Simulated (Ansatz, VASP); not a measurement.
# TaAs: VASP beside Ansatz

File INCAR:

```
SYSTEM = TaAs
ALGO = Normal
EDIFF = 1E-7
ENCUT = 520
GGA = PE
ISIF = 2
ISMEAR = 0
LASPH = .TRUE.
LCHARG = .FALSE.
LREAL = .FALSE.
LWAVE = .FALSE.
NBANDS = 24
NELM = 100
PREC = Accurate
SIGMA = 0.1
```

File KPOINTS:

```
k-points
0
G
  18 18 18
  0 0 0
```

POSCAR

```
TaAs
1.0
   -1.7314485851      1.7314485851      5.8672939469
    1.7314485851     -1.7314485851      5.8672939469
    1.7314485851      1.7314485851     -5.8672939469
Ta As
2 2
Direct
    0.5001741996      1.0001741996      0.5000000000
    0.7501741996      0.7501741996      0.0000000000
    0.0824252204      0.5824252204      0.5000000000
    0.3324252204      0.3324252204      0.0000000000
```

Input for Ansatz:

```yaml
crystal:
  lattice:
    - [-1.7314485851, 1.7314485851, 5.8672939469]
    - [1.7314485851, -1.7314485851, 5.8672939469]
    - [1.7314485851, 1.7314485851, -5.8672939469]
  atoms:
    - { symbol: Ta, position: [0.5001741996, 1.0001741996, 0.5] }
    - { symbol: Ta, position: [0.7501741996, 0.7501741996, 0.0] }
    - { symbol: As, position: [0.0824252204, 0.5824252204, 0.5] }
    - { symbol: As, position: [0.3324252204, 0.3324252204, 0.0] }
basis:
  ecutwfc: 420
kpoints:
  mp_grid: { grid: [18, 18, 18] }
  band_path:
    path:
      - [[0.0, 0.0, 0.0], [0.0, 0.0, 0.5], [0.25, 0.25, 0.25], [0.0, 0.5, 0.0], [0.0, 0.0, 0.0], [0.5, 0.5, -0.5], [0.27177126, 0.72822874, -0.27177126]]
      - [[-0.27177126, 0.27177126, 0.27177126], [0.0, 0.0, 0.0]]
      - [[0.0, 0.0, 0.5], [-0.04354252, 0.04354252, 0.5]]
      - [[0.5, 0.5, -0.04354252], [0.5, 0.5, -0.5]]
    npoints: 14
hamiltonian:
  xc: pbe
scf:
  occupations: { method: gaussian, width: 0.1 }
  n_extra_bands: 10
output:
  forces: true
  stress: true
  eigenvalues: true
  populations: true
  dos: { projected: true, de: 0.02, nscf_kmesh: { grid: [27, 27, 27] } }
  bader: true
```

Alike in both runs: task single point; functional PBE; k mesh 18 × 18 × 18; occupations gaussian, width 0.1 eV; no spin polarisation.

```csv
,VASP,Ansatz
version,VASP 6.6.1,Ansatz 0.2.0
potentials or method,"VASP PAW PBE potentials, release 64 (Ta_pv, As), cutoff 520 eV","scalar-relativistic, plane waves, PAW"
valence electrons in the cell,32,56
```

```tsv
	VASP	Ansatz	Ansatz less VASP
gap on the k mesh at the Fermi level (eV)	none	none	-
pressure (GPa)	0.4	0.0	-0.43
traceless stress, the component that is largest in VASP (GPa)	-0.08	-0.01	+0.066
```

A gap of «none» marks a metal or a gap that the smearing closes. VASP's potentials hold 32 valence electrons a cell and Ansatz's 56, so a difference there can come from the potentials and not from the codes.

Spin-orbit coupling is off throughout.
